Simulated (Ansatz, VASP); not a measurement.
# One calculation of TlRuS3, two programs

File INCAR:

```
SYSTEM = TlRuS3
ALGO = Normal
EDIFF = 1E-6
ENCUT = 520
GGA = PE
ISIF = 2
ISMEAR = 0
ISPIN = 2
LASPH = .True.
LCHARG = .True.
LELF = .True.
LMAXMIX = 4
LORBIT = 11
LREAL = .False.
LVHAR = .True.
LWAVE = .False.
MAGMOM = 0 0 1 1 0 0 0 0 0 0
NBANDS = 60
NELM = 150
PREC = Accurate
SIGMA = 0.1
```

KPOINTS

```
k-points
0
Gamma
  3 3 4
  0 0 0
```

POSCAR

```
TlRuS3
1.0
    6.5839950000      0.0000000000      0.0000000000
   -3.2919975000      5.7019069300      0.0000000000
    0.0000000000      0.0000000000      5.5305558000
Tl Ru S
2 2 6
Direct
    0.3333333300      0.6666666700      0.7500000000
    0.6666666700      0.3333333300      0.2500000000
    0.0000000000      0.0000000000      0.0000000000
    0.0000000000      0.0000000000      0.5000000000
    0.8333333300      0.6666666700      0.7500000000
    0.3333333300      0.1666666700      0.7500000000
    0.8333333300      0.1666666700      0.7500000000
    0.1666666700      0.3333333300      0.2500000000
    0.6666666700      0.8333333300      0.2500000000
    0.1666666700      0.8333333300      0.2500000000
```

Input for Ansatz:

```yaml
crystal:
  lattice:
    - [6.583995, 0.0, 0.0]
    - [-3.2919975, 5.70190693, 0.0]
    - [0.0, 0.0, 5.5305558]
  atoms:
    - { symbol: Tl, position: [0.33333333, 0.66666667, 0.75] }
    - { symbol: Tl, position: [0.66666667, 0.33333333, 0.25] }
    - { symbol: Ru, position: [0.0, 0.0, 0.0], spin: 1.0 }
    - { symbol: Ru, position: [0.0, 0.0, 0.5], spin: 1.0 }
    - { symbol: S, position: [0.83333333, 0.66666667, 0.75] }
    - { symbol: S, position: [0.33333333, 0.16666667, 0.75] }
    - { symbol: S, position: [0.83333333, 0.16666667, 0.75] }
    - { symbol: S, position: [0.16666667, 0.33333333, 0.25] }
    - { symbol: S, position: [0.66666667, 0.83333333, 0.25] }
    - { symbol: S, position: [0.16666667, 0.83333333, 0.25] }
basis:
  ecutwfc: 420
kpoints:
  mp_grid: { grid: [3, 3, 4] }
hamiltonian:
  xc: pbe
scf:
  occupations: { method: gaussian, width: 0.1 }
  lower_state_search: "off"
output:
  forces: true
  stress: true
  eigenvalues: true
  populations: true
magnetization:
  spin_polarized: true
```

Alike in both runs: task single point; functional PBE; k mesh 3 × 3 × 4; occupations gaussian, width 0.1 eV; collinear spin.

|  | VASP | Ansatz |
| --- | --- | --- |
| version | VASP 6.6.1 | Ansatz 0.2.0 |
| potentials or method | VASP PAW PBE potentials, release 64 (Tl_d, Ru_pv, S), cutoff 520 eV | scalar-relativistic, plane waves, PAW |
| valence electrons in the cell | 90 | 94 |

```csv
,VASP,Ansatz,Ansatz less VASP
gap on the k mesh at the Fermi level (eV),none,none,-
pressure (GPa),2.7,2.9,+0.19
"traceless stress, the component that is largest in VASP (GPa)",1.77,1.78,+0.015
rms of the force components (eV/Å),0.026,0.014,-0.0122
net moment per atom (μB),0.00,0.00,0.000
```

Atom by atom the forces differ by 0.012 eV/Å (rms over components). A gap of «none» marks a metal or a gap that the smearing closes. The functional is the same, so the differences come from potentials, cutoffs and numerics. VASP's potentials hold 90 valence electrons a cell and Ansatz's 94, so a difference there can come from the potentials and not from the codes. Ansatz's warnings: seeded moment not kept.

The k mesh is coarse, so the values compare programs but aren't converged. Neither program's run includes spin-orbit coupling.
